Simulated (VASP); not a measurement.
# CdS (I-4m2) in VASP: a series of runs

CdS is run at these levels: r2SCAN; tasks: single point.

All numbers are computed with VASP 6.6.1; they aren't measurements. Logs are shortened: lines on timing, memory, paths and dates and some standing lists are left out, and cuts for length are marked.

## Step 1: The cell of the first run

It takes space group I-4m2 (No. 119, tetragonal). Conventional cell: a = 4.445 Å, b = 4.445 Å, c = 5.587 Å, α = 90.00°, β = 90.00°, γ = 90.00°. Cd (site symmetry -4m2) has 4 S at 2.62 Å within 3.5 Å. Within 3.5 Å of S (site symmetry -4m2) lie 4 Cd at 2.62 Å.

## Step 2: Single point, r2SCAN (strain +0.080 along x and y, -0.040 along z)

POSCAR reads:

```
CdS
1.0
    0.0000000000      3.1428000000      2.7936000000
    3.1428000000      0.0000000000      2.7936000000
    3.1428000000      3.1428000000      0.0000000000
Cd S
1 1
Direct
    0.0000000000      0.0000000000      0.0000000000
    0.7500000000      0.7500000000      0.7500000000
```

INCAR.step1 reads:

```
SYSTEM = CdS
ALGO = Normal ; EDIFF = 1E-4
ENCUT = 520 ; GGA = PE
ISMEAR = 0 ; LASPH = .TRUE.
LCHARG = .FALSE. ; LREAL = .FALSE.
LWAVE = .TRUE. ; NBANDS = 16
NELM = 100 ; PREC = Accurate
SIGMA = 0.05
```

INCAR.step2 reads:

```
SYSTEM = CdS
ALGO = Normal ; EDIFF = 1E-6
ENCUT = 520 ; ISIF = 2
ISMEAR = 0 ; ISTART = 1
LASPH = .TRUE. ; LCHARG = .FALSE.
LMIXTAU = .TRUE. ; LREAL = .FALSE.
LWAVE = .FALSE. ; METAGGA = R2SCAN
NBANDS = 16 ; NELM = 100
PREC = Accurate ; SIGMA = 0.05
```

KPOINTS reads:

```
k-points
0
G
  8 8 8
  0 0 0
```

Potentials or basis: VASP PAW PBE potentials, release 64 (Cd, S).

Launch:

```
cat potpaw_PBE.64/Cd/POTCAR potpaw_PBE.64/S/POTCAR > POTCAR
cp INCAR.step1 INCAR
mpirun -np 1 vasp_std > vasp.out
cp INCAR.step2 INCAR
mpirun -np 1 vasp_std > vasp.out
```

OUTCAR:

```text
SYSTEM = CdS
   EDIFF = 1E-6
   ENCUT = 520
   ISIF = 2
   ISMEAR = 0
   ISTART = 1
   LASPH = .TRUE.
   LREAL = .FALSE.
   METAGGA = R2SCAN
   NELM = 100
   PREC = Accurate

 ion  position               nearest neighbor table
   1  0.000  0.000  0.000-   2 2.62   2 2.62   2 2.62   2 2.62
   2  0.750  0.750  0.750-   1 2.62   1 2.62   1 2.62   1 2.62

  LATTYP: Found a body centered tetragonal cell.
 ALAT       =     4.4445903838
 C/A-ratio  =     1.2570787221

  Lattice vectors:

 A1 = (   0.0000000000,  -3.1428000000,  -2.7936000000)
 A2 = (   0.0000000000,   3.1428000000,  -2.7936000000)
 A3 = (   3.1428000000,   0.0000000000,   2.7936000000)

Analysis of symmetry for initial positions (statically):
=====================================================================
 Subroutine PRICEL returns:
 Original cell was already a primitive cell.

 Routine SETGRP: Setting up the symmetry group for a
 body centered tetragonal supercell.

 Subroutine GETGRP returns: Found  8 space group operations
 (whereof  8 operations were pure point group operations)
 out of a pool of 16 trial point group operations.

The static configuration has the point symmetry D_2d.

Analysis of symmetry for dynamics (positions and initial velocities):
=====================================================================
 Subroutine PRICEL returns:
 Original cell was already a primitive cell.

 Routine SETGRP: Setting up the symmetry group for a
 body centered tetragonal supercell.

 Subroutine GETGRP returns: Found  8 space group operations
 (whereof  8 operations were pure point group operations)
 out of a pool of 16 trial point group operations.

The dynamic configuration has the point symmetry D_2d.

 Subroutine INISYM returns: Found  8 space group operations
 (whereof  8 operations are pure point group operations),
 and found     1 'primitive' translations

----------------------------------------------------------------------------------------

                                     Primitive cell

  volume of cell :      55.1858

  direct lattice vectors                    reciprocal lattice vectors
     0.000000000  3.142800000  2.793600000    -0.159093802  0.159093802  0.178980527
     3.142800000  0.000000000  2.793600000     0.159093802 -0.159093802  0.178980527
     3.142800000  3.142800000  0.000000000     0.159093802  0.159093802 -0.178980527

  length of vectors
     4.204924827  4.204924827  4.444590384     0.287499051  0.287499051  0.287499051

  position of ions in fractional coordinates (direct lattice)
     0.000000000  0.000000000  0.000000000
     0.750000000  0.750000000  0.750000000

  ion indices of the primitive-cell ions
   primitive index   ion index
                 1           1
                 2           2

----------------------------------------------------------------------------------------

 KPOINTS: k-points

Automatic generation of k-mesh.
 Grid dimensions read from file:
 generate k-points for:    8    8    8

 Generating k-lattice:

  Cartesian coordinates                     Fractional coordinates (reciprocal lattice)
    -0.019886725  0.019886725  0.022372566     0.125000000  0.000000000  0.000000000
     0.019886725 -0.019886725  0.022372566     0.000000000  0.125000000  0.000000000
     0.019886725  0.019886725 -0.022372566     0.000000000  0.000000000  0.125000000

  Length of vectors
     0.035937381  0.035937381  0.035937381

  Shift w.r.t. Gamma in fractional coordinates (k-lattice)
     0.000000000  0.000000000  0.000000000

 Subroutine IBZKPT returns following result:
 ===========================================

 Found     59 irreducible k-points:

 Following reciprocal coordinates:
            Coordinates               Weight
  0.000000  0.000000  0.000000      1.000000
  0.125000  0.000000  0.000000      8.000000
  0.250000  0.000000  0.000000      8.000000
  0.375000  0.000000  0.000000      8.000000
  0.500000  0.000000  0.000000      4.000000
  0.125000  0.125000  0.000000      2.000000
[... 16 lines left out ...]
  0.250000  0.000000  0.125000     16.000000
  0.375000  0.000000  0.125000     16.000000
 [... further k-points ...]
   k-points           NKPTS =     59   k-points in BZ     NKDIM =     59   number of bands    NBANDS=     16
   number of dos      NEDOS =    301   number of ions     NIONS =      2
   total plane-waves  NPLWV =  36864
   dimension x,y,z NGX =    32 NGY =   32 NGZ =   36
   dimension x,y,z NGXF=    64 NGYF=   64 NGZF=   72
   ions per type =               1   1
   NGX,Y,Z   is equivalent  to a cutoff of  12.65, 12.65, 13.47 a.u.
   NGXF,Y,Z  is equivalent  to a cutoff of  25.30, 25.30, 26.93 a.u.
 SYSTEM =  CdS
   PREC   = accura    normal or accurate (medium, high low for compatibility)
   ISTART =      1    job   : 0-new  1-cont  2-samecut
   ICHARG =      0    charge: 1-file 2-atom 10-const
   ISPIN  =      1    spin polarized calculation?
   LNONCOLLINEAR =      F non collinear calculations
   LSORBIT =      F    spin-orbit coupling
   LASPH  =      T    aspherical Exc in radial PAW
   ENCUT  =  520.0 eV  38.22 Ry    6.18 a.u.   7.82  7.82  8.26*2*pi/ulx,y,z
   NELM   =    100;   NELMIN=  2; NELMDL=  0     # of ELM steps
   EDIFF  = 0.1E-05   stopping-criterion for ELM
   LREAL  =      F    real-space projection
   EDIFFG = 0.1E-04   stopping-criterion for IOM
   NSW    =      0    number of steps for IOM
   IBRION =     -1    ionic relax: 0-MD 1-quasi-New 2-CG
   NFREE  =      0    steps in history (QN), initial steepest desc. (CG)
   ISIF   =      2    stress and relaxation
   ISYM   =      2    0-nonsym 1-usesym 2-fastsym
   POTIM  = 0.5000    time-step for ionic-motion
   TEBEG  =    0.0;   TEEND  =   0.0 temperature during run
   PSTRESS=    0.0 pullay stress
   NELECT =      18.0000    total number of electrons
   NUPDOWN=      -1.0000    fix difference up-down
   EMIN   =  10.00;   EMAX   =-10.00  energy-range for DOS
   EFERMI =   0.00;   METHOD = LEGACY
   ISMEAR =     0;   SIGMA  =   0.05  broadening in eV -4-tet -1-fermi 0-gaus
   EFERMI_NEDOS =   21; number of points for ismear=-14 and -15
   IALGO  =     38    algorithm
   IMIX   =      4    mixing-type and parameters
     AMIX     =   0.40;   BMIX     =  1.00
     AMIX_MAG =   1.60;   BMIX_MAG =  1.00
  volume/ion in A,a.u.               =      27.59       186.21
  Fermi-wavevector in a.u.,A,eV,Ry     =   1.126911  2.129554 17.278436  1.269929
  Thomas-Fermi vector in A             =   2.263595
   LORBIT       =      0    0 simple, 1 ext, 2 COOP (PROOUT), +10 PAW based schemes
   METAGGA = R2SCAN    functional components
   LHFCALC =     F    Hartree Fock is set to
   AEXX    =    0.0000 exact exchange contribution
   IVDW    =     0    specifies the selected vdW correction
   LEPSILON=     F    determine dielectric tensor
   LRPA    =     F    only Hartree local field effects (RPA)
 non-spin polarized calculation
 Gauss-broadening in eV      SIGMA  =   0.05
  energy-cutoff  :      520.00
  volume of cell :       55.19
 maximum number of plane-waves:      1522
   NGX = 15   NGY = 15   NGZ = 17

 number of electron      18.0000000 magnetization

 Free energy of the ion-electron system (eV)
  ---------------------------------------------------
  ext. energy  EPLUGINS =         0.00000000
  ---------------------------------------------------
  free energy    TOTEN  =       -29.59954238 eV

  energy without entropy =      -29.59954238  energy(sigma->0) =      -29.59954238

 E-fermi :   0.6167     XC(G=0):  -9.2263

 val. band max:        0.3576176507   @ k =   0.0000   0.0000   0.0000
 cond. band min:       1.4982099126   @ k =   0.0000   0.0000   0.0000
 fundamental gap:      1.1405922619
 Fermi energy:         0.6166576348

 k-point     1 :       0.0000    0.0000    0.0000
  band No.  band energies     occupation
      1     -12.0406      2.00000
      2      -7.4668      2.00000
      3      -7.4668      2.00000
      4      -7.4144      2.00000
      5      -7.1044      2.00000
      6      -7.0845      2.00000
[... 8 lines left out ...]
     15      11.4099      0.00000
     16      12.3788      0.00000

 k-point     2 :       0.1250    0.0000    0.0000
  band No.  band energies     occupation
      1     -11.9904      2.00000
      2      -7.4507      2.00000
      3      -7.4331      2.00000
      4      -7.3831      2.00000
      5      -7.1014      2.00000
      6      -7.0866      2.00000
[... 8 lines left out ...]
     15      11.3527      0.00000
     16      12.4648      0.00000

 k-point     3 :       0.2500    0.0000    0.0000
  band No.  band energies     occupation
      1     -11.8686      2.00000
      2      -7.4174      2.00000
      3      -7.3800      2.00000
      4      -7.2423      2.00000
      5      -7.0864      2.00000
      6      -7.0838      2.00000
[... 8 lines left out ...]
     15      11.0206      0.00000
     16      12.3547      0.00000

 k-point     4 :       0.3750    0.0000    0.0000
  band No.  band energies     occupation
      1     -11.7470      2.00000
      2      -7.3942      2.00000
      3      -7.3438      2.00000
      4      -7.1071      2.00000
      5      -7.0587      2.00000
      6      -6.9578      2.00000
[... 8 lines left out ...]
     15      12.2072      0.00000
     16      12.3044      0.00000
[... 324 lines left out ...]
 k-point    22 :       0.1250    0.0000    0.1250
  band No.  band energies     occupation
      1     -11.9774      2.00000
      2      -7.4347      2.00000
      3      -7.4226      2.00000
      4      -7.3816      2.00000
      5      -7.1113      2.00000
      6      -7.0812      2.00000
[... 8 lines left out ...]
     15      11.8087      0.00000
     16      12.7373      0.00000

 k-point    23 :       0.2500    0.0000    0.1250
  band No.  band energies     occupation
      1     -11.8820      2.00000
      2      -7.4084      2.00000
      3      -7.3607      2.00000
      4      -7.2900      2.00000
      5      -7.1147      2.00000
      6      -7.0720      2.00000
[... 8 lines left out ...]
     15      11.7160      0.00000
     16      13.4633      0.00000

 k-point    24 :       0.3750    0.0000    0.1250
  band No.  band energies     occupation
      1     -11.7604      2.00000
      2      -7.3850      2.00000
      3      -7.3225      2.00000
      4      -7.1178      2.00000
      5      -7.0957      2.00000
      6      -7.0068      2.00000
[... 8 lines left out ...]
     15      11.9783      0.00000
     16      13.1059      0.00000

 [... further k-points ...]

------------------------ aborting loop because EDIFF is reached ----------------------------------------

  FORCE on cell =-STRESS in cart. coord.  units (eV):
  Direction    XX          YY          ZZ          XY          YZ          ZX
  --------------------------------------------------------------------------------------
  -------------------------------------------------------------------------------------
  Total       -1.7261691     -1.7261691     -0.9715782      0.0000000      0.0000000      0.0000000
  in kB      -50.1148252    -50.1148252    -28.2072426      0.0000000      0.0000000      0.0000000
  external PRESSURE =     -42.8122977 kB  Pullay stress =       0.0000000 kB

 VOLUME and BASIS-vectors are now :
 -----------------------------------------------------------------------------
  energy-cutoff  :      520.00
  volume of cell :       55.19
      direct lattice vectors                 reciprocal lattice vectors
     0.000000000  3.142800000  2.793600000    -0.159093802  0.159093802  0.178980527
     3.142800000  0.000000000  2.793600000     0.159093802 -0.159093802  0.178980527
     3.142800000  3.142800000  0.000000000     0.159093802  0.159093802 -0.178980527

 POSITION                                       TOTAL-FORCE (eV/Angst)
 -----------------------------------------------------------------------------------
      0.00000      0.00000      0.00000         0.000000      0.000000      0.000000
      4.71420      4.71420      4.19040        -0.000000     -0.000000     -0.000000
 -----------------------------------------------------------------------------------
    total drift:                               -0.000066     -0.000066     -0.000064

  FREE ENERGIE OF THE ION-ELECTRON SYSTEM (eV)
  ---------------------------------------------------
  free  energy   TOTEN  =       -29.5995423842 eV

  energy  without entropy=      -29.5995423842  energy(sigma->0) =      -29.59954238
```

Run time: 4.1 min. Hardware: 1 thread of Intel Xeon 8259CL, shared host; peak memory 0.22 GiB.

What came out:

- Free energy: -29.5995 eV
- Pressure: -4.3 GPa
- Band gap on the k mesh: 1.14 eV

Caveat: the cell differs from its parent crystal (strain +0.080 along x and y, -0.040 along z); the cell stands under tension; the PAW data sets were made with another functional, which shifts forces and pressure a little.

## Step 3: Single point, r2SCAN (strain +0.080 along x and y, +0.040 along z)

POSCAR reads:

```
CdS
1.0
    0.0000000000      3.1428000000      3.0264000000
    3.1428000000      0.0000000000      3.0264000000
    3.1428000000      3.1428000000      0.0000000000
Cd S
1 1
Direct
    0.0000000000      0.0000000000      0.0000000000
    0.7500000000      0.7500000000      0.7500000000
```

INCAR.step1 reads:

```
SYSTEM = CdS
  PREC = Accurate
  ENCUT = 520
  ISMEAR = 0
  SIGMA = 0.05
  LREAL = .FALSE.
  LASPH = .TRUE.
  NELM = 60
  NBANDS = 16
  GGA = PE
  ALGO = Normal
  EDIFF = 1E-4
  LWAVE = .TRUE.
  LCHARG = .FALSE.
```

INCAR.step2 reads:

```
SYSTEM = CdS
  PREC = Accurate
  ENCUT = 520
  EDIFF = 1E-6
  ISMEAR = 0
  SIGMA = 0.05
  LREAL = .FALSE.
  LASPH = .TRUE.
  NELM = 60
  ALGO = Normal
  ISIF = 2
  LWAVE = .FALSE.
  LCHARG = .FALSE.
  METAGGA = R2SCAN
  LMIXTAU = .TRUE.
  NBANDS = 16
  ISTART = 1
```

KPOINTS reads:

```
regular mesh
0
G
  8 8 8
  0 0 0
```

Potentials or basis: VASP PAW PBE potentials, release 64 (Cd, S).

Launch:

```
cat potpaw_PBE.64/Cd/POTCAR potpaw_PBE.64/S/POTCAR > POTCAR
cp INCAR.step1 INCAR
mpirun -np 1 vasp_std > vasp.out
cp INCAR.step2 INCAR
mpirun -np 1 vasp_std > vasp.out
```

Wall time 3.8 min (1 thread of Intel Xeon 8259CL, shared host); peak memory 0.23 GiB.

The run converged. Its results:

```
Free energy            : -29.4706 eV
Pressure               : -6.7 GPa
Band gap on the k mesh : 1.08 eV
```

Stress tensor (GPa, compression positive):
```
-7.04  0.00  0.00
 0.00 -7.04  0.00
 0.00  0.00 -6.14
```

Levels at points of the mesh, in eV from the valence-band top:
| k point | band 7 | band 8 | band 9 | band 10 | band 11 | band 12 |
| --- | --- | --- | --- | --- | --- | --- |
| (0.00, 0.00, 0.00) | -0.09 | -0.09 | 0.00 | 1.08 | 6.95 | 6.97 |
| (0.50, 0.00, 0.00) | -3.49 | -0.65 | -0.53 | 3.04 | 7.18 | 7.21 |
| (0.50, 0.50, 0.00) | -3.14 | -1.49 | -1.49 | 3.95 | 4.14 | 9.12 |
| (0.50, 0.00, 0.50) | -3.32 | -1.38 | -1.34 | 4.04 | 4.42 | 8.81 |

Caveat: the cell differs from its parent crystal (strain +0.080 along x and y, +0.040 along z); the cell stands under tension; the PAW data sets were made with another functional, which shifts forces and pressure a little.
